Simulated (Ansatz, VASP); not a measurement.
# AlGa2As3: VASP beside Ansatz

File INCAR:

```
SYSTEM = AlGa2As3
PREC     = Accurate       ! precision mode
ENCUT    = 600            ! plane-wave cutoff, eV
EDIFF    = 1E-7           ! SCF threshold, eV
ISMEAR   = 0              ! smearing method
SIGMA    = 0.1            ! smearing width, eV
LREAL    = .False.        ! projectors in reciprocal space
LASPH    = .True.         ! aspherical terms in the spheres
NELM     = 80             ! most SCF steps
ALGO     = Normal         ! electronic algorithm
ISIF     = 3              ! what is computed and relaxed
LWAVE    = .False.        ! write WAVECAR
LCHARG   = .False.        ! write CHGCAR
GGA      = PE             ! functional
IBRION   = 2              ! ionic algorithm
NSW      = 90             ! ionic steps
EDIFFG   = -0.04          ! ionic threshold
```

Contents of KPOINTS:

```
Automatic mesh
0
Gamma
  6 6 2
  0 0 0
```

File POSCAR:

```
AlGa2As3
1.0
    4.7185565500      0.0000000000      0.0000000000
   -2.3592782800      4.0863898400      0.0000000000
    0.0000000000      0.0000000000      7.7495722600
Al Ga As
1 2 3
Direct
    0.3333333300      0.6666666700      0.0000000000
    0.6666666700      0.3333333300      0.0000000000
    0.0000000000      0.0000000000      0.0000000000
    0.6666666700      0.3333333300      0.2187006300
    0.6666666700      0.3333333300      0.7812993700
    0.6666666700      0.3333333300      0.5000000000
```

Input for Ansatz:

```yaml
crystal:
  lattice:
    - [4.71855655, 0.0, 0.0]
    - [-2.35927828, 4.08638984, 0.0]
    - [0.0, 0.0, 7.74957226]
  atoms:
    - { symbol: Al, position: [0.33333333, 0.66666667, 0.0] }
    - { symbol: Ga, position: [0.66666667, 0.33333333, 0.0] }
    - { symbol: Ga, position: [0.0, 0.0, 0.0] }
    - { symbol: As, position: [0.66666667, 0.33333333, 0.21870063] }
    - { symbol: As, position: [0.66666667, 0.33333333, 0.78129937] }
    - { symbol: As, position: [0.66666667, 0.33333333, 0.5] }
basis:
  ecutwfc: 420
kpoints:
  mp_grid: { grid: [6, 6, 2] }
hamiltonian:
  xc: pbe
scf:
  occupations: { method: gaussian, width: 0.1 }
  lower_state_search: "off"
output:
  forces: true
  stress: true
  eigenvalues: true
relax:
  adjacent_minimum: "off"
  f_tol: 0.04
  max_steps: 70
  cell: { stress_tol: 0.4 }
```

Alike in both runs: task relaxation of cell and atoms; functional PBE; k mesh 6 × 6 × 2; occupations gaussian, width 0.1 eV; no spin polarisation.

```csv
,VASP,Ansatz
version,VASP 6.6.1,Ansatz 0.2.0
potentials or method,"VASP PAW PBE potentials, release 64 (Al, Ga_d, As), cutoff 600 eV","scalar-relativistic, plane waves, PAW"
valence electrons in the cell,44,74
```

|  | VASP | Ansatz | Ansatz less VASP |
| --- | --- | --- | --- |
| gap on the k mesh at the Fermi level, each at its own relaxed structure (eV) | none | none | - |
| relaxed volume (Å³/atom) | 31.51 | 31.50 | -0.005 |
| relaxed cell length with the largest relative difference (Å) | 9.806 | 9.803 | -0.0027 |

A gap of «none» marks a metal or a gap that the smearing closes. VASP's potentials hold 44 valence electrons a cell and Ansatz's 74, so a difference there can come from the potentials and not from the codes.

The k mesh is coarse, so the values compare programs but aren't converged. Noted on VASP's run: the volume moved by over 15 % at a fixed basis, so the end points are rough.
